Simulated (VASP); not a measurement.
Input of a VASP 6.6.1 run:

The input INCAR:

```
SYSTEM = Al
ALGO = Normal
EDIFF = 1E-7
ENCUT = 520
GGA = PE
ISIF = 2
ISMEAR = -1
LASPH = .True.
LCHARG = .False.
LREAL = .False.
LWAVE = .False.
NBANDS = 10
NELM = 60
PREC = Accurate
SIGMA = 0.05
```

File KPOINTS:

```
k-points
0
Gamma
  16 16 16
  0 0 0
```

POSCAR

```
Al
1.0
   -2.6109379516      2.6109379516      1.3544491906
    2.6109379516     -2.6109379516      1.3544491906
    2.6109379516      2.6109379516     -1.3544491906
Al
2
Direct
   -0.3750000000     -0.1250000000     -0.2500000000
    0.3750000000      0.1250000000      0.2500000000
```

Potentials or basis: VASP PAW PBE potentials, release 64 (Al).

The run is started by

```bash
$ cat potpaw_PBE.64/Al/POTCAR > POTCAR
$ mpirun -np 1 vasp_std > vasp.out
```

Question: Predict the pressure.

Answer: 2.6 GPa.

Question: Estimate the band gap on the k mesh.

Answer: Zero (band 3 reaches 9.11 eV, above the bottom of band 4 at 2.16 eV).
